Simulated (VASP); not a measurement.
Write the native input for VASP 6.6.1 that does the following.

| Quantity | Value |
| --- | --- |
| Task | single point |
| Functional | r2SCAN |
| Potentials or basis | VASP PAW PBE potentials, release 64 (Si, N) |
| Cutoff | 520 eV |
| k mesh | 3 × 3 × 7 |
| Occupations | gaussian, width 0.01 eV |
| Spin | no spin polarisation |
| Dipole correction | no |
| Further INCAR settings | ALGO = Normal; EDIFF = 1e-06; NBANDS = 45 |

The system is Si3N4.

```
Si N
1.0
     7.60559    0.00000    0.00000
    -3.80280    6.58664    0.00000
     0.00000    0.00000    2.90577
Si N
6 8
Cartesian
  5.1846 1.1555 0.7264
  1.5916 5.0677 2.1793
  4.0127 3.9122 0.7264
  -1.3818 5.4312 2.1793
  2.2112 1.5189 0.7264
  -0.2099 2.6744 2.1793
  -1.0183 2.1757 0.7264
  5.2123 0.2059 2.1793
  2.4278 4.6169 0.7264
  4.8211 4.4110 2.1793
  -1.4095 6.3807 0.7264
  1.3750 1.9697 2.1793
  3.8028 2.1955 0.7264
  0.0000 4.3911 2.1793
```

One way to write it, as run:

POSCAR

```
Si3N4
1.0
    7.6055926204      0.0000000000      0.0000000000
   -3.8027963102      6.5866364201      0.0000000000
    0.0000000000      0.0000000000      2.9057666466
Si N
6 8
Direct
    0.7693893258      0.1754259095      0.2500000000
    0.5939634163      0.7693893258      0.7500000000
    0.8245740905      0.5939634163      0.2500000000
    0.2306106742      0.8245740905      0.7500000000
    0.4060365837      0.2306106742      0.2500000000
    0.1754259095      0.4060365837      0.7500000000
    0.0312662590      0.3303147214      0.2500000000
    0.7009515377      0.0312662590      0.7500000000
    0.6696852786      0.7009515377      0.2500000000
    0.9687337410      0.6696852786      0.7500000000
    0.2990484623      0.9687337410      0.2500000000
    0.3303147214      0.2990484623      0.7500000000
    0.6666666667      0.3333333333      0.2500000000
    0.3333333333      0.6666666667      0.7500000000
```

INCAR.step1

```
SYSTEM = Si3N4
PREC = Accurate ; ENCUT = 520
ISMEAR = 0 ; SIGMA = 0.01
LREAL = .False. ; LASPH = .True.
NELM = 100 ; NBANDS = 45
GGA = PE ; ALGO = Normal
EDIFF = 1E-4 ; LWAVE = .True.
LCHARG = .False.
```

INCAR.step2

```
SYSTEM = Si3N4
PREC = Accurate ; ENCUT = 520
EDIFF = 1E-6 ; ISMEAR = 0
SIGMA = 0.01 ; LREAL = .False.
LASPH = .True. ; NELM = 100
ALGO = Normal ; ISIF = 2
LWAVE = .False. ; LCHARG = .False.
METAGGA = R2SCAN ; LMIXTAU = .True.
NBANDS = 45 ; ISTART = 1
```

KPOINTS

```
regular mesh
0
Gamma
  3 3 7
  0 0 0
```

Potentials or basis: VASP PAW PBE potentials, release 64 (Si, N).

Run with:

```sh
$ cat potpaw_PBE.64/Si/POTCAR potpaw_PBE.64/N/POTCAR > POTCAR
$ cp INCAR.step1 INCAR
$ mpirun -np 1 vasp_std > vasp.out
$ cp INCAR.step2 INCAR
$ mpirun -np 1 vasp_std > vasp.out
```

Results of the run:

```yaml
Pressure: -0.2 GPa
Band_gap_on_the_k_mesh: 4.99 eV, indirect (least direct gap 5.19 eV)
```

Caveat: the PAW data sets were made with another functional, which shifts forces and pressure a little.

It took 2.7 min on 1 thread of Intel(R) Xeon(R) 6975P-C (Granite Rapids) (shared host), peak memory 0.33 GiB.
